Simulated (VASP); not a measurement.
ZrPbO4: relaxation of shape and atoms at fixed volume with PBE

ZrPbO4:

```xyz
6
Lattice="3.6391 0.0000 0.0000 0.0000 3.6391 0.0000 0.0000 0.0000 5.1641" Properties=species:S:1:pos:R:3 pbc="T T T"
Zr    1.8196    1.8196    2.5820
Pb    0.0000    0.0000    0.0000
O     1.8196    0.0000    3.8221
O     0.0000    1.8196    1.3420
O     1.8196    0.0000    1.3420
O     0.0000    1.8196    3.8221
```

This cell differs from its parent crystal: volume scaled by 0.94.

```yaml
Program: VASP 6.6.1
Task: relaxation of shape and atoms at fixed volume
Functional: PBE
Potentials_or_basis: VASP PAW PBE potentials, release 64 (Zr_sv, Pb_d, O)
Cutoff: 600 eV
k_mesh: 10 × 10 × 8
Occupations: gaussian, width 0.1 eV
Spin: no spin polarisation
Dipole_correction: no
Further_INCAR_settings: ALGO = Normal; EDIFF = 1e-06; IBRION = 2; EDIFFG = -0.01; NSW = 50; ISIF = 4
```

* Energy gained by relaxing: 0.1 meV/atom
* Ionic steps: 2
* Pressure after relaxing: 12.9 GPa
* Largest force after relaxing: 0.008 eV/Å
* Band gap on the k mesh: zero (band 25 reaches 7.43 eV, above the bottom of band 26 at 7.00 eV)

Forces on the atoms (eV/Å):
```
Zr   0.000  0.000  0.000
Pb   0.000  0.000  0.000
O    0.000  0.000 -0.008
O    0.000  0.000  0.008
O    0.000  0.000  0.008
O    0.000  0.000 -0.008
```

Stress tensor (GPa, compression positive):
```
12.96  0.00  0.00
 0.00 12.96  0.00
 0.00  0.00 12.86
```

The path:
```
step  energy change (eV)  largest force (eV/Å)  pressure (GPa)  volume (Å³)
   1              0.0000                0.0839           13.04        68.39
   2             -0.0006                0.0082           12.93        68.39
```

Final structure:
```yaml
crystal:
  lattice:
    - [3.63903, 0.00000, 0.00000]
    - [0.00000, 3.63903, 0.00000]
    - [0.00000, 0.00000, 5.16432]
  atoms:
    - { symbol: Zr, position: [0.50000, 0.50000, 0.50000] }
    - { symbol: Pb, position: [0.00000, 0.00000, 0.00000] }
    - { symbol: O, position: [0.50000, 0.00000, 0.74091] }
    - { symbol: O, position: [0.00000, 0.50000, 0.25909] }
    - { symbol: O, position: [0.50000, 0.00000, 0.25909] }
    - { symbol: O, position: [0.00000, 0.50000, 0.74091] }
```

Levels at points of the mesh, in eV from the Fermi level:
```
           k point  band 23  band 24  band 25  band 26  band 27  band 28
(0.00, 0.00, 0.00)    -0.53    -0.53    -0.41    -0.35     3.71     4.00
(0.50, 0.00, 0.00)    -1.43    -1.37    -0.33     2.57     3.50     4.08
(0.50, 0.50, 0.00)    -0.36    -0.29    -0.17    -0.17     3.96     5.97
(0.00, 0.00, 0.50)    -1.18    -0.53    -0.53     1.90     3.70     3.74
(0.50, 0.00, 0.50)    -2.25    -1.94    -1.89     3.24     3.83     4.58
(0.50, 0.50, 0.50)    -0.53    -0.50     0.08     2.61     3.71     4.19
```

It took 3 min on 1 thread of Intel(R) Xeon(R) 6975P-C (Granite Rapids), on a shared host, peak memory 0.38 GiB.

Caveat: the cell differs from its parent crystal (volume scaled by 0.94); spin-orbit coupling is left out, which moves the levels of the heavy elements.
